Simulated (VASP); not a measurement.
# Re (I4/mmm) in VASP: a series of runs

Re is run at these levels: RPBE, r2SCAN; tasks: single point.

Everything below comes from runs of VASP 6.6.1. Logs are shortened: lines on timing, memory, paths and dates and some standing lists are left out, and cuts for length are marked.

## Step 1: The cell of the first run

It takes space group I4/mmm (No. 139, tetragonal). The conventional cell has a = 3.273 Å, b = 3.273 Å, c = 2.695 Å, α = 90.00°, β = 90.00°, γ = 90.00°. Within 3.5 Å of Re (site symmetry 4/mmm) lie 14 Re at 2.68 to 3.27 Å.

## Step 2: Single point, RPBE

Contents of INCAR:

```
SYSTEM = Re
  PREC = Accurate
  ENCUT = 520
  EDIFF = 1E-7
  ISMEAR = -1
  SIGMA = 0.1
  LREAL = .FALSE.
  LASPH = .TRUE.
  NELM = 100
  ALGO = Normal
  ISIF = 2
  LWAVE = .FALSE.
  LCHARG = .FALSE.
  GGA = RP
  NBANDS = 10
```

Contents of KPOINTS:

```
regular mesh
0
G
  8 8 8
  0 0 0
```

Contents of POSCAR:

```
Re
1.0
   -1.6367040000      1.6367040000      1.3475810000
    1.6367040000     -1.6367040000      1.3475810000
    1.6367040000      1.6367040000     -1.3475810000
Re
1
Direct
    0.0000000000      0.0000000000      0.0000000000
```

Potentials or basis: VASP PAW PBE potentials, release 64 (Re).

On the command line:

```
$ cat potpaw_PBE.64/Re/POTCAR > POTCAR
$ mpirun -np 1 vasp_std > vasp.out
```

OUTCAR:

```text
SYSTEM = Re
   PREC = Accurate
   ENCUT = 520
   EDIFF = 1E-7
   ISMEAR = -1
   LREAL = .FALSE.
   LASPH = .TRUE.
   NELM = 100
   ISIF = 2
   GGA = RP

 ion  position               nearest neighbor table
   1  0.000  0.000  0.000-

  LATTYP: Found a body centered tetragonal cell.
 ALAT       =     3.2734080000
 C/A-ratio  =     0.8233504653

  Lattice vectors:

 A1 = (  -1.6367040000,   1.6367040000,   1.3475810000)
 A2 = (   1.6367040000,  -1.6367040000,   1.3475810000)
 A3 = (   1.6367040000,   1.6367040000,  -1.3475810000)

Analysis of symmetry for initial positions (statically):
=====================================================================
 Subroutine PRICEL returns:
 Original cell was already a primitive cell.

 Routine SETGRP: Setting up the symmetry group for a
 body centered tetragonal supercell.

 Subroutine GETGRP returns: Found 16 space group operations
 (whereof 16 operations were pure point group operations)
 out of a pool of 16 trial point group operations.

The static configuration has the point symmetry D_4h.

Analysis of symmetry for dynamics (positions and initial velocities):
=====================================================================
 Subroutine PRICEL returns:
 Original cell was already a primitive cell.

 Routine SETGRP: Setting up the symmetry group for a
 body centered tetragonal supercell.

 Subroutine GETGRP returns: Found 16 space group operations
 (whereof 16 operations were pure point group operations)
 out of a pool of 16 trial point group operations.

The dynamic configuration has the point symmetry D_4h.

 Subroutine INISYM returns: Found 16 space group operations
 (whereof 16 operations are pure point group operations),
 and found     1 'primitive' translations

----------------------------------------------------------------------------------------

                                     Primitive cell

  volume of cell :      14.4396

  direct lattice vectors                    reciprocal lattice vectors
    -1.636704000  1.636704000  1.347581000     0.000000000  0.305492013  0.371035210
     1.636704000 -1.636704000  1.347581000     0.305492013  0.000000000  0.371035210
     1.636704000  1.636704000 -1.347581000     0.305492013  0.305492013  0.000000000

  length of vectors
     2.678352949  2.678352949  2.678352949     0.480616789  0.480616789  0.432030948

  position of ions in fractional coordinates (direct lattice)
     0.000000000  0.000000000  0.000000000

  ion indices of the primitive-cell ions
   primitive index   ion index
                 1           1

----------------------------------------------------------------------------------------

 KPOINTS: regular mesh

Automatic generation of k-mesh.
 Grid dimensions read from file:
 generate k-points for:    8    8    8

 Generating k-lattice:

  Cartesian coordinates                     Fractional coordinates (reciprocal lattice)
     0.000000000  0.038186502  0.046379401     0.125000000  0.000000000 -0.000000000
     0.038186502  0.000000000  0.046379401     0.000000000  0.125000000 -0.000000000
     0.038186502  0.038186502  0.000000000     0.000000000  0.000000000  0.125000000

  Length of vectors
     0.060077099  0.060077099  0.054003869

  Shift w.r.t. Gamma in fractional coordinates (k-lattice)
     0.000000000  0.000000000  0.000000000

 Subroutine IBZKPT returns following result:
 ===========================================

 Found     59 irreducible k-points:

 Following reciprocal coordinates:
            Coordinates               Weight
  0.000000  0.000000  0.000000      1.000000
  0.125000  0.000000 -0.000000      8.000000
  0.250000  0.000000 -0.000000      8.000000
  0.375000  0.000000 -0.000000      8.000000
  0.500000  0.000000 -0.000000      4.000000
  0.125000  0.125000 -0.000000      8.000000
[... 16 lines left out ...]
  0.250000  0.125000  0.125000     16.000000
  0.375000  0.125000  0.125000      8.000000
 [... further k-points ...]
   k-points           NKPTS =     59   k-points in BZ     NKDIM =     59   number of bands    NBANDS=     10
   number of dos      NEDOS =    301   number of ions     NIONS =      1
   total plane-waves  NPLWV =   8000
   dimension x,y,z NGX =    20 NGY =   20 NGZ =   20
   dimension x,y,z NGXF=    40 NGYF=   40 NGZF=   40
   ions per type =               1
   NGX,Y,Z   is equivalent  to a cutoff of  12.41, 12.41, 12.41 a.u.
   NGXF,Y,Z  is equivalent  to a cutoff of  24.83, 24.83, 24.83 a.u.
 SYSTEM =  Re
   PREC   = accura    normal or accurate (medium, high low for compatibility)
   ISTART =      0    job   : 0-new  1-cont  2-samecut
   ICHARG =      2    charge: 1-file 2-atom 10-const
   ISPIN  =      1    spin polarized calculation?
   LNONCOLLINEAR =      F non collinear calculations
   LSORBIT =      F    spin-orbit coupling
   LASPH  =      T    aspherical Exc in radial PAW
   ENCUT  =  520.0 eV  38.22 Ry    6.18 a.u.   4.98  4.98  4.98*2*pi/ulx,y,z
   NELM   =    100;   NELMIN=  2; NELMDL= -5     # of ELM steps
   EDIFF  = 0.1E-06   stopping-criterion for ELM
   LREAL  =      F    real-space projection
   EDIFFG = 0.1E-05   stopping-criterion for IOM
   NSW    =      0    number of steps for IOM
   IBRION =     -1    ionic relax: 0-MD 1-quasi-New 2-CG
   NFREE  =      0    steps in history (QN), initial steepest desc. (CG)
   ISIF   =      2    stress and relaxation
   ISYM   =      2    0-nonsym 1-usesym 2-fastsym
   POTIM  = 0.5000    time-step for ionic-motion
   TEBEG  =    0.0;   TEEND  =   0.0 temperature during run
   PSTRESS=    0.0 pullay stress
   NELECT =       7.0000    total number of electrons
   NUPDOWN=      -1.0000    fix difference up-down
   EMIN   =  10.00;   EMAX   =-10.00  energy-range for DOS
   EFERMI =   0.00;   METHOD = LEGACY
   ISMEAR =    -1;   SIGMA  =   0.10  broadening in eV -4-tet -1-fermi 0-gaus
   EFERMI_NEDOS =   21; number of points for ismear=-14 and -15
   IALGO  =     38    algorithm
   IMIX   =      4    mixing-type and parameters
     AMIX     =   0.40;   BMIX     =  1.00
     AMIX_MAG =   1.60;   BMIX_MAG =  1.00
  volume/ion in A,a.u.               =      14.44        97.44
  Fermi-wavevector in a.u.,A,eV,Ry     =   1.286044  2.430271 22.502797  1.653909
  Thomas-Fermi vector in A             =   2.418142
   LORBIT       =      0    0 simple, 1 ext, 2 COOP (PROOUT), +10 PAW based schemes
   GGA     = RP    functional components
   LHFCALC =     F    Hartree Fock is set to
   AEXX    =    0.0000 exact exchange contribution
   IVDW    =     0    specifies the selected vdW correction
   LEPSILON=     F    determine dielectric tensor
   LRPA    =     F    only Hartree local field effects (RPA)
 non-spin polarized calculation
  energy-cutoff  :      520.00
  volume of cell :       14.44
 maximum number of plane-waves:       404
   NGX =  9   NGY =  9   NGZ =  9

 number of electron       6.9999999 magnetization

 Free energy of the ion-electron system (eV)
  ---------------------------------------------------
  ext. energy  EPLUGINS =         0.00000000
  ---------------------------------------------------
  free energy    TOTEN  =       -11.38624053 eV

  energy without entropy =      -11.35563517  energy(sigma->0) =      -11.37093785

 E-fermi :   8.9681     XC(G=0): -13.7947

 val. band max:        8.9678222773   @ k =   0.2500   0.0000  -0.0000
 cond. band min:       8.9802476254   @ k =  -0.3750   0.5000   0.1250
 fundamental gap:      0.0124253481
 Fermi energy:         8.9680937344

 k-point     1 :       0.0000    0.0000    0.0000
  band No.  band energies     occupation
      1      -1.7677      2.00000
      2       4.7874      2.00000
      3       7.7539      1.99999
      4       7.7895      1.99998
      5       7.7895      1.99998
      6      11.2744      0.00000
      7      23.7001      0.00000
      8      23.7001      0.00000
      9      28.1919      0.00000
     10      35.3130      0.00000

 k-point     2 :       0.1250    0.0000   -0.0000
  band No.  band energies     occupation
      1      -0.9343      2.00000
      2       4.9849      2.00000
      3       7.1734      2.00000
      4       7.6913      1.99999
      5       8.3170      1.99703
      6      10.7312      0.00000
      7      25.0759      0.00000
      8      25.2717      0.00000
      9      27.5490      0.00000
     10      32.7060      0.00000

 k-point     3 :       0.2500    0.0000   -0.0000
  band No.  band energies     occupation
      1       0.9389      2.00000
      2       4.5210      2.00000
      3       6.3172      2.00000
      4       8.9678      1.00136
      5       9.8337      0.00035
      6      10.0630      0.00004
      7      23.8425      0.00000
      8      28.2021      0.00000
      9      29.1195      0.00000
     10      32.7558      0.00000

 k-point     4 :       0.3750    0.0000   -0.0000
  band No.  band energies     occupation
      1       1.6445      2.00000
      2       3.6777      2.00000
      3       7.8462      1.99997
      4       9.7307      0.00097
      5      11.6677      0.00000
      6      11.8696      0.00000
      7      21.1259      0.00000
      8      24.5465      0.00000
      9      27.2777      0.00000
     10      33.5432      0.00000
[... 222 lines left out ...]
 k-point    22 :       0.1250    0.1250    0.1250
  band No.  band energies     occupation
      1       1.9790      2.00000
      2       4.3359      2.00000
      3       5.4383      2.00000
      4       9.1252      0.34419
      5      10.2264      0.00001
      6      11.8159      0.00000
      7      23.5689      0.00000
      8      25.0932      0.00000
      9      28.6709      0.00000
     10      28.8165      0.00000

 k-point    23 :       0.2500    0.1250    0.1250
  band No.  band energies     occupation
      1       2.8108      2.00000
      2       3.9796      2.00000
      3       5.8919      2.00000
      4       9.9518      0.00011
      5      11.3251      0.00000
      6      14.6811      0.00000
      7      20.5862      0.00000
      8      23.6252      0.00000
      9      24.2276      0.00000
     10      32.0996      0.00000

 k-point    24 :       0.3750    0.1250    0.1250
  band No.  band energies     occupation
      1       2.6557      2.00000
      2       3.6038      2.00000
      3       7.5511      2.00000
      4       9.7980      0.00050
      5      12.3027      0.00000
      6      16.5796      0.00000
      7      18.7276      0.00000
      8      21.7712      0.00000
      9      23.0870      0.00000
     10      32.7982      0.00000

 [... further k-points ...]

------------------------ aborting loop because EDIFF is reached ----------------------------------------

  FORCE on cell =-STRESS in cart. coord.  units (eV):
  Direction    XX          YY          ZZ          XY          YZ          ZX
  --------------------------------------------------------------------------------------
  -------------------------------------------------------------------------------------
  Total        1.1890813      1.1890813      4.5875417      0.0000000      0.0000000     -0.0000000
  in kB      131.9371153    131.9371153    509.0207117      0.0000000      0.0000000     -0.0000000
  external PRESSURE =     257.6316474 kB  Pullay stress =       0.0000000 kB

 VOLUME and BASIS-vectors are now :
 -----------------------------------------------------------------------------
  energy-cutoff  :      520.00
  volume of cell :       14.44
      direct lattice vectors                 reciprocal lattice vectors
    -1.636704000  1.636704000  1.347581000     0.000000000  0.305492013  0.371035210
     1.636704000 -1.636704000  1.347581000     0.305492013  0.000000000  0.371035210
     1.636704000  1.636704000 -1.347581000     0.305492013  0.305492013  0.000000000

 POSITION                                       TOTAL-FORCE (eV/Angst)
 -----------------------------------------------------------------------------------
      0.00000      0.00000      0.00000         0.000000      0.000000     -0.000000
 -----------------------------------------------------------------------------------
    total drift:                               -0.000000     -0.000000     -0.000000

  FREE ENERGIE OF THE ION-ELECTRON SYSTEM (eV)
  ---------------------------------------------------
  free  energy   TOTEN  =       -11.3862405262 eV

  energy  without entropy=      -11.3556351700  energy(sigma->0) =      -11.37093785
```

It took 7.7 s on 1 thread of AMD EPYC 7R13 (Zen 3), shared host; peak memory 0.1 GiB.

What came out:

| Item | Value |
| --- | --- |
| Free energy | -11.3862 eV |
| Pressure | 25.8 GPa |

Stress tensor (GPa, compression positive):
```
13.19  0.00  0.00
 0.00 13.19  0.00
 0.00  0.00 50.90
```

Caveat: the k points lie up to 0.38 Å⁻¹ apart; the PAW data sets were made with another functional, which shifts forces and pressure a little; spin-orbit coupling is left out, which moves the levels of the heavy elements.

## Step 3: Single point, r2SCAN

POSCAR is that of step 2.

Contents of INCAR.step1:

```
PREC = Accurate ; ENCUT = 520
ISMEAR = -1 ; SIGMA = 0.1
LREAL = F ; LASPH = T
NELM = 80 ; NBANDS = 10
GGA = PE ; ALGO = Normal
EDIFF = 1E-4 ; LWAVE = T
LCHARG = F
```

Contents of INCAR.step2:

```
PREC = Accurate ; ENCUT = 520
EDIFF = 1E-6 ; ISMEAR = -1
SIGMA = 0.1 ; LREAL = F
LASPH = T ; NELM = 80
ALGO = Normal ; ISIF = 2
LWAVE = F ; LCHARG = F
METAGGA = R2SCAN ; LMIXTAU = T
NBANDS = 10 ; ISTART = 1
```

Contents of KPOINTS:

```
Automatic mesh
0
Gamma
  8 8 8
```

Potentials or basis: VASP PAW PBE potentials, release 64 (Re).

On the command line:

```
$ cat potpaw_PBE.64/Re/POTCAR > POTCAR
$ cp INCAR.step1 INCAR
$ mpirun -np 1 vasp_std > vasp.out
$ cp INCAR.step2 INCAR
$ mpirun -np 1 vasp_std > vasp.out
```

Wall time 30 s (1 thread of AMD EPYC 7R13 (Zen 3), shared host); peak memory 0.1 GiB.

It converged, with:

* Free energy: -52.0766 eV
* Pressure: 16.0 GPa

Stress tensor (GPa, compression positive):
```
 2.67  0.00  0.00
 0.00  2.67  0.00
 0.00  0.00 42.62
```

Levels at points of the mesh, in eV from the Fermi level:
```
           k point  band 2  band 3  band 4  band 5  band 6  band 7
(0.00, 0.00, 0.00)   -4.46   -1.26   -1.26   -1.22    2.55   15.46
(0.50, 0.00, 0.00)   -5.95    0.68    0.93    4.17    4.51   11.95
(0.50, 0.50, 0.00)   -2.82   -1.54   -1.01    0.84    4.69    9.88
(0.50, 0.50, 0.50)   -7.24    3.93    3.93    4.43    6.69    6.69
```

Caveat: the k points lie up to 0.38 Å⁻¹ apart; the PAW data sets were made with another functional, which shifts forces and pressure a little; spin-orbit coupling is left out, which moves the levels of the heavy elements.
